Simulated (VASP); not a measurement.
Input of a VASP 6.6.1 run:

File INCAR:

```
PREC     = Accurate       # precision mode
ENCUT    = 520            # plane-wave cutoff, eV
EDIFF    = 1E-7           # SCF threshold, eV
ISMEAR   = 0              # smearing method
SIGMA    = 0.01           # smearing width, eV
LREAL    = False          # projectors in reciprocal space
LASPH    = True           # aspherical terms in the spheres
NELM     = 60             # most SCF steps
ALGO     = Normal         # electronic algorithm
ISIF     = 2              # what is computed and relaxed
LWAVE    = False          # write WAVECAR
LCHARG   = True           # write CHGCAR
GGA      = PE             # functional
LELF     = True           # ELF
LVHAR    = True         
NBANDS   = 16             # bands
```

The input KPOINTS:

```
regular mesh
0
Gamma
  6 6 4
```

File POSCAR:

```
AlN
1.0
    3.1066937602      0.0000000000      0.0000000000
   -1.5533468801      2.6904757181      0.0000000000
    0.0000000000      0.0000000000      4.9785915519
Al N
2 2
Direct
    0.3333333333      0.6666666667     -0.0032954727
    0.6666666667      0.3333333333      0.4967045273
    0.3333333333      0.6666666667      0.3782954727
    0.6666666667      0.3333333333      0.8782954727
```

Potentials or basis: VASP PAW PBE potentials, release 64 (Al, N).

Run with:

```console
$ cat potpaw_PBE.64/Al/POTCAR potpaw_PBE.64/N/POTCAR > POTCAR
$ mpirun -np 1 vasp_std > vasp.out
```

Question: Predict the largest force.

Answer: 0.010 eV/Å.

Question: Estimate the pressure.

Answer: 4.4 GPa.

Question: Estimate the band gap on the k mesh.

Answer: 4.24 eV, direct.

Stress tensor (GPa, compression positive):
```
4.44 0.00 0.00
0.00 4.44 0.00
0.00 0.00 4.27
```
